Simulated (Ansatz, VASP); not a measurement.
Given: the input of a run of Ansatz 0.2.0 on P.

The input input.yaml:

```yaml
crystal:
  lattice:
    - [1.6477431241, -5.4650377251, 0.0]
    - [1.6477431241, 5.4650377251, 0.0]
    - [0.0, 0.0, 4.54363559]
  atoms:
    - { symbol: P, position: [0.90414313, 0.09585687, 0.58881517] }
    - { symbol: P, position: [0.09585687, 0.90414313, 0.41118483] }
    - { symbol: P, position: [0.59585687, 0.40414313, 0.08881517] }
    - { symbol: P, position: [0.40414313, 0.59585687, 0.91118483] }
hamiltonian:
  xc: { exchange: pbe, correlation: pbe, exx: { coeff: 0.25, omega: 0.1 } }
  pseudopotentials: { kind: paw }
kpoints:
  mp_grid: { grid: [4, 4, 3] }
scf:
  occupations: { method: fermi_dirac, width: 0.05 }
output:
  forces: true
  stress: true
  eigenvalues: true
```

Potentials or basis: Ansatz PAW.

Launch:

```bash
$ ansatz run input.yaml --threads 2 --pin off --max-ram 5632MiB --backend cpu --events-out ev --progress --plain --runs-dir out
```

Question: Set up the same calculation for VASP 6.6.1. Potentials there: VASP PAW PBE potentials, release 64 (P).

Answer: As run (the cutoff follows the program's own potentials):

Contents of POSCAR:

```
P
1.0
    1.6477431241     -5.4650377251      0.0000000000
    1.6477431241      5.4650377251      0.0000000000
    0.0000000000      0.0000000000      4.5436355900
P
4
Direct
    0.9041431300      0.0958568700      0.5888151700
    0.0958568700      0.9041431300      0.4111848300
    0.5958568700      0.4041431300      0.0888151700
    0.4041431300      0.5958568700      0.9111848300
```

INCAR.step1

```
  PREC = Accurate
  ENCUT = 520
  EDIFF = 1E-5
  ISMEAR = -1
  SIGMA = 0.05
  LREAL = F
  LASPH = T
  NELM = 80
  ALGO = Normal
  ISIF = 2
  LWAVE = T
  GGA = PE
  NBANDS = 18
```

Contents of INCAR.step2:

```
  PREC = Accurate
  ENCUT = 520
  EDIFF = 1E-6
  ISMEAR = -1
  SIGMA = 0.05
  LREAL = F
  LASPH = T
  NELM = 80
  ALGO = Normal
  ISIF = 2
  LWAVE = F
  LCHARG = T
  GGA = PE
  LHFCALC = T
  AEXX = 0.25
  HFSCREEN = 0.1
  PRECFOCK = Normal
  LELF = T
  LVHAR = T
  ISTART = 1
  NBANDS = 18
```

File KPOINTS:

```
regular mesh
0
Gamma
  4 4 3
```

Potentials or basis: VASP PAW PBE potentials, release 64 (P).

Command:

```bash
$ cat potpaw_PBE.64/P/POTCAR > POTCAR
$ cp INCAR.step1 INCAR
$ mpirun -np 1 vasp_std > vasp.out
$ cp INCAR.step2 INCAR
$ mpirun -np 1 vasp_std > vasp.out
```

Both were run:

|  | VASP | Ansatz | Ansatz less VASP |
| --- | --- | --- | --- |
| gap on the k mesh at the Fermi level (eV) | 1.02 | 0.98 | -0.035 |
| least direct gap on the mesh (eV) | 1.02 | 0.98 | -0.035 |
| pressure (GPa) | -0.8 | -0.1 | +0.68 |
| traceless stress, the component that is largest in VASP (GPa) | 1.13 | 1.22 | +0.093 |
| rms of the force components (eV/Å) | 0.126 | 0.103 | -0.0229 |

VASP's potentials were made for PBE, not for PBE-based screened hybrid. Atom by atom the forces differ by 0.049 eV/Å (rms over components).

The k mesh is coarse, so the values compare programs but aren't converged. Noted on Ansatz's run: odd divisions of the mesh miss points on the zone boundary, where band edges often lie, so the gap on the mesh can be too wide.
